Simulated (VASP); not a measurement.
# HfN (Fm-3m) in VASP: notebook

Runs on HfN. Level: PBEsol. Tasks: single point.

Program: VASP 6.6.1. These are calculated values, not measurements. Logs are shortened: lines on timing, memory, paths and dates and some standing lists are left out, and cuts for length are marked.

## Step 1: The cell of the first run

Symmetry: Fm-3m, No. 225, cubic system. Conventional cell: a = 4.512 Å, b = 4.512 Å, c = 4.512 Å, α = 90.00°, β = 90.00°, γ = 90.00°. Within 3.0 Å of Hf (site symmetry m-3m) lie 6 N at 2.26 Å. Within 3.0 Å of N (site symmetry m-3m) lie 6 Hf at 2.26 Å.

## Step 2: Single point, PBEsol

Contents of INCAR:

```
SYSTEM = HfN
PREC = Accurate
ENCUT = 520
EDIFF = 1E-6
ISMEAR = 0
SIGMA = 0.1
LREAL = .False.
LASPH = .True.
NELM = 60
ALGO = Normal
ISIF = 2
LWAVE = .False.
LCHARG = .False.
GGA = PS
NBANDS = 14
```

Contents of KPOINTS:

```
Automatic mesh
0
Gamma
  8 8 8
  0 0 0
```

Contents of POSCAR:

```
HfN
1.0
    0.0000000000      2.2558601200      2.2558601200
    2.2558601200      0.0000000000      2.2558601200
    2.2558601200      2.2558601200      0.0000000000
Hf N
1 1
Direct
    0.0000000000      0.0000000000      0.0000000000
    0.5000000000      0.5000000000      0.5000000000
```

Potentials or basis: VASP PAW PBE potentials, release 64 (Hf_pv, N).

The run is started by

```bash
$ cat potpaw_PBE.64/Hf_pv/POTCAR potpaw_PBE.64/N/POTCAR > POTCAR
$ mpirun -np 1 vasp_std > vasp.out
```

OUTCAR:

```text
SYSTEM = HfN
   PREC = Accurate
   ENCUT = 520
   EDIFF = 1E-6
   ISMEAR = 0
   LREAL = .False.
   LASPH = .True.
   NELM = 60
   ISIF = 2
   GGA = PS

 ion  position               nearest neighbor table
   1  0.000  0.000  0.000-   2 2.26   2 2.26   2 2.26   2 2.26   2 2.26   2 2.26
   2  0.500  0.500  0.500-   1 2.26   1 2.26   1 2.26   1 2.26   1 2.26   1 2.26

  LATTYP: Found a face centered cubic cell.
 ALAT       =     4.5117202400

  Lattice vectors:

 A1 = (   0.0000000000,   2.2558601200,   2.2558601200)
 A2 = (   2.2558601200,   0.0000000000,   2.2558601200)
 A3 = (   2.2558601200,   2.2558601200,   0.0000000000)

Analysis of symmetry for initial positions (statically):
=====================================================================
 Subroutine PRICEL returns:
 Original cell was already a primitive cell.

 Routine SETGRP: Setting up the symmetry group for a
 face centered cubic supercell.

 Subroutine GETGRP returns: Found 48 space group operations
 (whereof 48 operations were pure point group operations)
 out of a pool of 48 trial point group operations.

The static configuration has the point symmetry O_h .

Analysis of symmetry for dynamics (positions and initial velocities):
=====================================================================
 Subroutine PRICEL returns:
 Original cell was already a primitive cell.

 Routine SETGRP: Setting up the symmetry group for a
 face centered cubic supercell.

 Subroutine GETGRP returns: Found 48 space group operations
 (whereof 48 operations were pure point group operations)
 out of a pool of 48 trial point group operations.

The dynamic configuration has the point symmetry O_h .

 Subroutine INISYM returns: Found 48 space group operations
 (whereof 48 operations are pure point group operations),
 and found     1 'primitive' translations

----------------------------------------------------------------------------------------

                                     Primitive cell

  volume of cell :      22.9597

  direct lattice vectors                    reciprocal lattice vectors
     0.000000000  2.255860120  2.255860120    -0.221644948  0.221644948  0.221644948
     2.255860120  0.000000000  2.255860120     0.221644948 -0.221644948  0.221644948
     2.255860120  2.255860120  0.000000000     0.221644948  0.221644948 -0.221644948

  length of vectors
     3.190267977  3.190267977  3.190267977     0.383900312  0.383900312  0.383900312

  position of ions in fractional coordinates (direct lattice)
     0.000000000  0.000000000  0.000000000
     0.500000000  0.500000000  0.500000000

  ion indices of the primitive-cell ions
   primitive index   ion index
                 1           1
                 2           2

----------------------------------------------------------------------------------------
[... 87 lines left out ...]
   IALGO  =     38    algorithm
   IMIX   =      4    mixing-type and parameters
     AMIX     =   0.40;   BMIX     =  1.00
     AMIX_MAG =   1.60;   BMIX_MAG =  1.00
  volume/ion in A,a.u.               =      11.48        77.47
  Fermi-wavevector in a.u.,A,eV,Ry     =   1.420528  2.684408 27.455188  2.017899
  Thomas-Fermi vector in A             =   2.541434
   LORBIT       =      0    0 simple, 1 ext, 2 COOP (PROOUT), +10 PAW based schemes
   GGA     = PS    functional components
   LHFCALC =     F    Hartree Fock is set to
   AEXX    =    0.0000 exact exchange contribution
   IVDW    =     0    specifies the selected vdW correction
   LEPSILON=     F    determine dielectric tensor
   LRPA    =     F    only Hartree local field effects (RPA)
 non-spin polarized calculation
 Gauss-broadening in eV      SIGMA  =   0.10
  energy-cutoff  :      520.00
  volume of cell :       22.96
 maximum number of plane-waves:       636
   NGX = 11   NGY = 11   NGZ = 11

 number of electron      15.0000001 magnetization

 Free energy of the ion-electron system (eV)
  ---------------------------------------------------
  ext. energy  EPLUGINS =         0.00000000
  ---------------------------------------------------
  free energy    TOTEN  =       -22.97509321 eV

  energy without entropy =      -22.97095728  energy(sigma->0) =      -22.97302524

 E-fermi :   8.2177     XC(G=0): -12.9161

 val. band max:        8.1769627702   @ k =   0.1250   0.0000   0.0000
 cond. band min:       8.2284156274   @ k =   0.3750   0.1250   0.0000
 fundamental gap:      0.0514528572
 Fermi energy:         8.2176953458

 k-point     1 :       0.0000    0.0000    0.0000
  band No.  band energies     occupation
      1     -22.8191      2.00000
      2     -22.8191      2.00000
      3     -22.8191      2.00000
      4      -9.2191      2.00000
      5       5.2582      2.00000
      6       5.2582      2.00000
      7       5.2582      2.00000
      8       7.8584      2.00000
      9       7.8584      2.00000
     10       7.8584      2.00000
     11      10.0911      0.00000
     12      10.1847      0.00000
     13      10.1847      0.00000
     14      17.7822      0.00000
[... 377 lines left out ...]
      1     -23.6452      2.00000
      2     -23.1538      2.00000
      3     -22.9915      2.00000
      4      -6.9696      2.00000
      5       0.4815      2.00000
      6       2.4796      2.00000
      7       2.5437      2.00000
      8       9.8815      0.00000
      9      10.3127      0.00000
     10      12.6329      0.00000
     11      14.6413      0.00000
     12      16.0573      0.00000
     13      17.6641      0.00000
     14      18.9538      0.00000

 [... further k-points ...]

------------------------ aborting loop because EDIFF is reached ----------------------------------------

  FORCE on cell =-STRESS in cart. coord.  units (eV):
  Direction    XX          YY          ZZ          XY          YZ          ZX
  --------------------------------------------------------------------------------------
  -------------------------------------------------------------------------------------
  Total       -0.5474240     -0.5474240     -0.5474240      0.0000000      0.0000000      0.0000000
  in kB      -38.2003980    -38.2003980    -38.2003980      0.0000000      0.0000000      0.0000000
  external PRESSURE =     -38.2003980 kB  Pullay stress =       0.0000000 kB

 VOLUME and BASIS-vectors are now :
 -----------------------------------------------------------------------------
  energy-cutoff  :      520.00
  volume of cell :       22.96
      direct lattice vectors                 reciprocal lattice vectors
     0.000000000  2.255860120  2.255860120    -0.221644948  0.221644948  0.221644948
     2.255860120  0.000000000  2.255860120     0.221644948 -0.221644948  0.221644948
     2.255860120  2.255860120  0.000000000     0.221644948  0.221644948 -0.221644948

 POSITION                                       TOTAL-FORCE (eV/Angst)
 -----------------------------------------------------------------------------------
      0.00000      0.00000      0.00000        -0.000000     -0.000000     -0.000000
      2.25586      2.25586      2.25586         0.000000      0.000000      0.000000
 -----------------------------------------------------------------------------------
    total drift:                                0.000000     -0.000000     -0.000000

  FREE ENERGIE OF THE ION-ELECTRON SYSTEM (eV)
  ---------------------------------------------------
  free  energy   TOTEN  =       -22.9750932142 eV

  energy  without entropy=      -22.9709572753  energy(sigma->0) =      -22.97302524
```

stdout:

```text
POSCAR found type information on POSCAR HfN
 POSCAR found :  2 types and       2 ions
 scaLAPACK will be used
 -----------------------------------------------------------------------------
|                                                                             |
|                                                                             |
|     You enforced a specific xc type in the INCAR file but a different       |
|     I HOPE YOU KNOW WHAT YOU ARE DOING!                                     |
|                                                                             |
 -----------------------------------------------------------------------------

 LDA part: xc-table for (Slater+PW92), standard interpolation
 POSCAR, INCAR and KPOINTS ok, starting setup
 FFT: planning ... GRIDC
 FFT: planning ... GRID_SOFT
 FFT: planning ... GRID
 WAVECAR not read
 entering main loop
```

Run time: 6.3 s. Hardware: 1 thread of AMD EPYC 9R45 (Zen 5), shared host; peak memory 0.11 GiB.

Results:

- Free energy: -22.9751 eV
- Pressure: -3.8 GPa
- Band gap on the k mesh: zero (an odd number of electrons rules out a gap without spin polarisation)

Caveat: the cell stands under tension; the PAW data sets were made with another functional, which shifts forces and pressure a little; spin-orbit coupling is left out, which moves the levels of the heavy elements.

[end of part 1 of 2]
